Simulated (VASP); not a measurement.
Wanted: the native input for a VASP 6.6.1 run.

* Task: single point
* Functional: BLYP
* Potentials or basis: VASP PAW PBE potentials, release 64 (Mg)
* Cutoff: 520 eV
* k mesh: 10 × 10 × 10
* Occupations: fermi-dirac, width 0.05 eV
* Spin: no spin polarisation
* Dipole correction: no
* Further INCAR settings: ALGO = Normal; EDIFF = 1e-06; NBANDS = 7

The structure of Mg lies in POSCAR:

```
Mg
1.0
    0.0000000000      2.2773904310      2.2773904310
    2.2773904310      0.0000000000      2.2773904310
    2.2773904310      2.2773904310      0.0000000000
Mg
1
Direct
    0.0000000000      0.0000000000      0.0000000000
```

One way to write it, as run:

INCAR

```
SYSTEM = Mg
PREC = Accurate
ENCUT = 520
EDIFF = 1E-6
ISMEAR = -1
SIGMA = 0.05
LREAL = .FALSE.
LASPH = .TRUE.
NELM = 80
ALGO = Normal
ISIF = 2
LWAVE = .FALSE.
LCHARG = .FALSE.
GGA = B5
ALDAX = 1.0
AGGAX = 1.0
AGGAC = 1.0
ALDAC = 0.0
NBANDS = 7
```

KPOINTS

```
regular mesh
0
G
  10 10 10
  0 0 0
```

Potentials or basis: VASP PAW PBE potentials, release 64 (Mg).

The run is started by

```console
$ cat potpaw_PBE.64/Mg/POTCAR > POTCAR
$ mpirun -np 1 vasp_std > vasp.out
```

Results of the run:

| Quantity | Value |
| --- | --- |
| Pressure | 0.0 GPa |
| Band gap on the k mesh | zero (band 1 reaches 3.76 eV, above the bottom of band 2 at 1.56 eV) |

Caveat: the PAW data sets were made with another functional, which shifts forces and pressure a little.

Run time: 5.1 s on 1 thread of Intel(R) Xeon(R) 6975P-C (Granite Rapids), on a shared host, peak memory 0.13 GiB.
